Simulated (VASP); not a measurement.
## Hg: single point with PBE+D3(BJ)

The system is Hg.

```
Hg
1.0
     3.51980    0.00000    0.00000
    -1.75990    3.04824    0.00000
     0.00000    0.00000    4.96900
Hg
2
Direct
  0.66667 0.33333 0.75000
  0.33333 0.66667 0.25000
```

- Program: VASP 6.6.1
- Task: single point
- Functional: PBE
- Dispersion: D3(BJ)
- Potentials or basis: VASP PAW PBE potentials, release 64 (Hg)
- Cutoff: 520 eV
- k mesh: 15 × 15 × 8
- Occupations: gaussian, width 0.15 eV
- Spin: no spin polarisation
- Dipole correction: no
- Further INCAR settings: ALGO = Fast; EDIFF = 1e-06; NBANDS = 19

- Pressure: -0.5 GPa
- Band gap on the k mesh: zero (band 12 reaches 1.95 eV, above the bottom of band 13 at 1.29 eV)
- Dispersion energy per atom: -0.393 eV

Stress tensor (GPa, compression positive):
```
-0.59  0.00  0.00
 0.00 -0.59  0.00
 0.00  0.00 -0.45
```

Levels at points of the mesh, in eV from the Fermi level:
```tsv
k point	band 9	band 10	band 11	band 12	band 13	band 14	band 15	band 16
(0.00, 0.00, 0.00)	-6.26	-5.68	-5.68	-0.29	-0.24	9.79	9.79	11.80
(0.00, 0.00, 0.50)	-5.85	-5.85	-5.85	-5.85	8.66	8.66	11.06	11.06
```

It took 3.8 min on 1 thread of AMD EPYC 7R13 (shared host), peak memory 0.23 GiB.

Caveat: spin-orbit coupling is left out, which moves the levels of the heavy elements; pairwise dispersion overbinds metals, which lowers pressure and volume.
